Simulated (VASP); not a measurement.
Wanted: the native input for a VASP 6.6.1 run.

* Task: single point
* Functional: PBEsol
* Potentials or basis: VASP PAW PBE potentials, release 64 (Rh_pv)
* Cutoff: 520 eV
* k mesh: 18 × 18 × 18
* Occupations: gaussian, width 0.1 eV
* Spin: no spin polarisation
* Dipole correction: no
* Further INCAR settings: ALGO = Normal; EDIFF = 1e-06; NBANDS = 14

The structure of Rh lies in POSCAR:

```
Rh
1.0
    0.0000000000      1.9328304975      1.9328304975
    1.9328304975      0.0000000000      1.9328304975
    1.9328304975      1.9328304975      0.0000000000
Rh
1
Direct
    0.0000000000      0.0000000000      0.0000000000
```

This cell differs from its parent crystal: strained.

These files were run (other wordings do the same):

INCAR

```
PREC = Accurate
ENCUT = 520
EDIFF = 1E-6
ISMEAR = 0
SIGMA = 0.1
LREAL = F
LASPH = T
NELM = 60
ALGO = Normal
ISIF = 2
LWAVE = F
LCHARG = F
GGA = PS
NBANDS = 14
```

KPOINTS

```
regular mesh
0
Gamma
  18 18 18
```

Potentials or basis: VASP PAW PBE potentials, release 64 (Rh_pv).

The run is started by

```sh
$ cat potpaw_PBE.64/Rh_pv/POTCAR > POTCAR
$ mpirun -np 1 vasp_std > vasp.out
```

Results of the run:

The pressure is -16.8 GPa.

Caveat: the cell differs from its parent crystal (strained); the PAW data sets were made with another functional, which shifts forces and pressure a little.

Wall time 19 s on 1 thread of Intel Xeon 6975P-C, with other jobs on the host, peak memory 0.15 GiB.
